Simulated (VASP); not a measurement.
Wanted: the native input for a VASP 6.6.1 run.

* Task: single point
* Functional: r2SCAN
* Potentials or basis: VASP PAW PBE potentials, release 64 (Cd, Se)
* Cutoff: 520 eV
* k mesh: 6 × 6 × 4
* Occupations: gaussian, width 0.01 eV
* Spin: no spin polarisation
* Dipole correction: no
* Further INCAR settings: ALGO = Normal; EDIFF = 1e-06; NBANDS = 26

CdSe:

```
CELL_PARAMETERS angstrom
4.29664 0.00000 0.00000
-2.14832 3.72100 0.00000
0.00000 0.00000 7.14326
ATOMIC_POSITIONS crystal
Cd 0.33333 0.66667 0.00668
Cd 0.66667 0.33333 0.50668
Se 0.33333 0.66667 0.37832
Se 0.66667 0.33333 0.87832
```

This cell differs from its parent crystal: in-plane strain -0.01, then relaxed in part.

These files were run (other wordings do the same):

POSCAR

```
CdSe
1.0
    4.2966416105      0.0000000000      0.0000000000
   -2.1483208052      3.7210007856      0.0000000000
    0.0000000000      0.0000000000      7.1432577335
Cd Se
2 2
Direct
    0.3333333333      0.6666666667      0.0066788452
    0.6666666667      0.3333333333      0.5066788452
    0.3333333333      0.6666666667      0.3783211548
    0.6666666667      0.3333333333      0.8783211548
```

INCAR.step1

```
PREC = Accurate
ENCUT = 520
ISMEAR = 0
SIGMA = 0.01
LREAL = False
LASPH = True
NELM = 100
NBANDS = 26
GGA = PE
ALGO = Normal
EDIFF = 1E-4
LWAVE = True
LCHARG = False
```

INCAR.step2

```
PREC = Accurate
ENCUT = 520
EDIFF = 1E-6
ISMEAR = 0
SIGMA = 0.01
LREAL = False
LASPH = True
NELM = 100
ALGO = Normal
ISIF = 2
LWAVE = False
LCHARG = False
METAGGA = R2SCAN
LMIXTAU = True
NBANDS = 26
ISTART = 1
```

KPOINTS

```
regular mesh
0
Gamma
  6 6 4
```

Potentials or basis: VASP PAW PBE potentials, release 64 (Cd, Se).

Command:

```console
$ cat potpaw_PBE.64/Cd/POTCAR potpaw_PBE.64/Se/POTCAR > POTCAR
$ cp INCAR.step1 INCAR
$ mpirun -np 1 vasp_std > vasp.out
$ cp INCAR.step2 INCAR
$ mpirun -np 1 vasp_std > vasp.out
```

Results of the run:

- Pressure: 0.8 GPa
- Band gap on the k mesh: 1.08 eV

Caveat: the cell differs from its parent crystal (in-plane strain -0.01, then relaxed in part); the PAW data sets were made with another functional, which shifts forces and pressure a little.

Run time: 4.3 min on 1 thread of Intel Xeon 8259CL (shared host), peak memory 0.26 GiB.
